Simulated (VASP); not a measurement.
A run of VASP 6.6.1 is set up as follows.

Contents of POSCAR:

```
Li2ClF
1.0
    3.3431460411      0.0000000000      0.0000000000
    0.0000000000      3.3431460411      0.0000000000
    0.0000000000      0.0000000000      4.6012771398
F Li Cl
1 2 1
Direct
    0.0000000000      0.0000000000      0.0000000000
    0.0000000000      0.0000000000      0.5000000000
    0.5000000000      0.5000000000      0.0000000000
    0.5000000000      0.5000000000      0.5000000000
```

File INCAR.step1:

```
SYSTEM = Li2ClF
ALGO = Normal ; EDIFF = 1E-4
ENCUT = 520 ; GGA = PE
ISMEAR = 0 ; LASPH = .TRUE.
LCHARG = .FALSE. ; LREAL = .FALSE.
LWAVE = .TRUE. ; NBANDS = 18
NELM = 100 ; PREC = Accurate
SIGMA = 0.01
```

File INCAR.step2:

```
SYSTEM = Li2ClF
ALGO = Normal ; EDIFF = 1E-6
ENCUT = 520 ; ISIF = 2
ISMEAR = 0 ; ISTART = 1
LASPH = .TRUE. ; LCHARG = .FALSE.
LMIXTAU = .TRUE. ; LREAL = .FALSE.
LWAVE = .FALSE. ; METAGGA = R2SCAN
NBANDS = 18 ; NELM = 100
PREC = Accurate ; SIGMA = 0.01
```

Contents of KPOINTS:

```
k-points
0
G
  6 6 4
  0 0 0
```

Potentials or basis: VASP PAW PBE potentials, release 64 (F, Li_sv, Cl).

The run is started by

```console
$ cat potpaw_PBE.64/F/POTCAR potpaw_PBE.64/Li_sv/POTCAR potpaw_PBE.64/Cl/POTCAR > POTCAR
$ cp INCAR.step1 INCAR
$ mpirun -np 1 vasp_std > vasp.out
$ cp INCAR.step2 INCAR
$ mpirun -np 1 vasp_std > vasp.out
```

Question: Predict the band gap on the k mesh.

Answer: 7.30 eV.

 A k mesh can miss the band edges.
